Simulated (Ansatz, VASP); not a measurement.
# One calculation of Rh, two programs

File INCAR:

```
PREC = Accurate ; ENCUT = 520
EDIFF = 1E-6 ; ISMEAR = 0
SIGMA = 0.15 ; LREAL = False
LASPH = True ; NELM = 80
ALGO = Fast ; ISIF = 2
LWAVE = False ; LCHARG = False
GGA = CA ; NBANDS = 38
```

The input KPOINTS:

```
Automatic mesh
0
Gamma
  18 18 6
```

Contents of POSCAR:

```
Rh
1.0
    2.8521676970      0.0000000000      0.0000000000
   -1.4260838485      1.9637740678      0.0000000000
    0.0000000000      0.0000000000      9.3021638489
Rh
4
Direct
    0.0000000000      0.0000000000      0.0000000000
    0.3333333333      0.6666666667      0.2500000000
    0.0000000000      0.0000000000      0.5000000000
    0.6666666667      0.3333333333      0.7500000000
```

Input for Ansatz:

```yaml
crystal:
  lattice:
    - [2.852167697, 0.0, 0.0]
    - [-1.4260838485, 1.9637740678, 0.0]
    - [0.0, 0.0, 9.3021638489]
  atoms:
    - { symbol: Rh, position: [0.0, 0.0, 0.0] }
    - { symbol: Rh, position: [0.3333333333, 0.6666666667, 0.25] }
    - { symbol: Rh, position: [0.0, 0.0, 0.5] }
    - { symbol: Rh, position: [0.6666666667, 0.3333333333, 0.75] }
basis:
  ecutwfc: 420
kpoints:
  mp_grid: { grid: [18, 18, 6] }
hamiltonian:
  xc: lda
  pseudopotentials: { kind: paw, azcp: { folder: soft_1 } }
scf:
  occupations: { method: gaussian, width: 0.15 }
output:
  forces: true
  stress: true
  eigenvalues: true
```

Change from the starting cell: strain +e along x and -e along y +0.1100, strain +e along z and -e/2 along x and y +0.0733.

Alike in both runs: task single point; functional LDA; k mesh 18 × 18 × 6; occupations gaussian, width 0.15 eV; no spin polarisation.

```csv
,VASP,Ansatz
version,VASP 6.6.1,Ansatz 0.2.0
potentials or method,"VASP PAW LDA potentials, release 64 (Rh_pv), cutoff 520 eV","scalar-relativistic, plane waves, PAW"
valence electrons in the cell,60,68
```

```csv
,VASP,Ansatz,Ansatz less VASP
gap on the k mesh at the Fermi level (eV),none,none,-
pressure (GPa),24.2,23.1,-1.08
"traceless stress, the component that is largest in VASP (GPa)",53.58,53.41,-0.175
rms of the force components (eV/Å),0.145,0.143,-0.0021
```

Ansatz warns that its potentials were made for another functional, while VASP's fit it. LDA's correlation is that of Perdew and Zunger in VASP and of Perdew and Wang (1992) in Ansatz. Atom by atom the forces differ by 0.002 eV/Å (rms over components). A gap of «none» marks a metal or a gap that the smearing closes. VASP's potentials hold 60 valence electrons a cell and Ansatz's 68, so a difference there can come from the potentials and not from the codes.
